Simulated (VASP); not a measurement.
**GaAs: relaxation of the atoms with PBE**

Crystal: GaAs.

```
Ga As
1.0
     0.00000    2.76914    2.76914
     2.76914    0.00000    2.76914
     2.76914    2.76914    0.00000
Ga As
1 1
Direct
  0.00000 0.00000 0.00000
  0.25000 0.25000 0.25000
```

This cell differs from its parent crystal: volume scaled by 0.94.

```
Program                : VASP 6.6.1
Task                   : relaxation of the atoms
Functional             : PBE
Potentials or basis    : VASP PAW PBE potentials, release 64 (Ga_d, As)
Cutoff                 : 520 eV
k mesh                 : 13 × 13 × 13
Occupations            : fermi-dirac, width 0.02 eV
Spin                   : no spin polarisation
Dipole correction      : no
Further INCAR settings : ALGO = Normal; EDIFF = 1e-07; IBRION = 2; EDIFFG = -0.02; NSW = 80
```

The pressure after relaxing is 8.9 GPa and the band gap on the k mesh is 1.00 eV, direct.

Final structure:
```
Ga As
1.0
     0.00000    2.76914    2.76914
     2.76914    0.00000    2.76914
     2.76914    2.76914    0.00000
Ga As
1 1
Direct
  0.00000 0.00000 0.00000
  0.25000 0.25000 0.25000
```

Levels at points of the mesh, in eV from the valence-band top:
```
           k point  band 6  band 7  band 8  band 9  band 10  band 11  band 12  band 13
(0.00, 0.00, 0.00)  -13.19    0.00    0.00    0.00     1.00     3.74     3.74     3.74
```

Wall time 41 s on 1 thread of Intel(R) Xeon(R) Platinum 8488C (Sapphire Rapids), with other jobs on the host, peak memory 0.2 GiB.

Caveat: the relaxation stopped at its first step, so nothing moved. A k mesh can miss the band edges.
